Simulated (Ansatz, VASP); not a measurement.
One calculation of C, two programs

Contents of INCAR:

```
PREC = Accurate ; ENCUT = 520
EDIFF = 1E-8 ; ISMEAR = -1
SIGMA = 0.05 ; LREAL = False
LASPH = True ; NELM = 80
ALGO = Normal ; ISIF = 2
LWAVE = False ; LCHARG = False
GGA = PS ; LEFG = True
NBANDS = 11
```

KPOINTS

```
Automatic mesh
0
Gamma
  18 18 18
```

File POSCAR:

```
C
1.0
    0.0000000000      2.1198862345      3.3368025920
    1.2238929459      0.0000000000      3.3368025920
    1.2238929459      2.1198862345      0.0000000000
C
2
Direct
    0.1666700000      0.8333300000      0.1666700000
    0.8333300000      0.1666700000      0.8333300000
```

Input for Ansatz:

```yaml
crystal:
  lattice:
    - [0.0, 2.1198862345, 3.336802592]
    - [1.2238929459, 0.0, 3.336802592]
    - [1.2238929459, 2.1198862345, 0.0]
  atoms:
    - { symbol: C, position: [0.16667, 0.83333, 0.16667] }
    - { symbol: C, position: [0.83333, 0.16667, 0.83333] }
kpoints:
  mp_grid: { grid: [18, 18, 18] }
scf:
  occupations: { method: fermi_dirac, width: 0.05 }
hamiltonian:
  xc: pbesol
  pseudopotentials: { kind: all_electron, datasets: crystal }
output:
  forces: true
  stress: true
  eigenvalues: true
  efg: { contact_densities: true }
```

Change from the starting cell: volume scaled by 0.99, crystal datasets.

Alike in both runs: task electric field gradients; functional PBEsol; k mesh 18 × 18 × 18; occupations fermi-dirac, width 0.05 eV; no spin polarisation.

|  | VASP | Ansatz |
| --- | --- | --- |
| version | VASP 6.6.1 | Ansatz 0.2.0 |
| potentials or method | VASP PAW PBE potentials, release 64 (C), cutoff 520 eV | all-electron PAW with datasets made for the crystal, scalar-relativistic |

|  | VASP | Ansatz | Ansatz less VASP |
| --- | --- | --- | --- |
| pressure (GPa) | 5.1 | 4.3 | -0.75 |
| traceless stress, the component that is largest in VASP (GPa) | -3.26 | -2.43 | +0.831 |
| size of Vzz on the site where it differs most (V/Å²) | 32.4 | 27.0 | -5.39 |

VASP's potentials were made for PBE, not for PBEsol. Ansatz ran all-electron here, and VASP with PAW potentials.
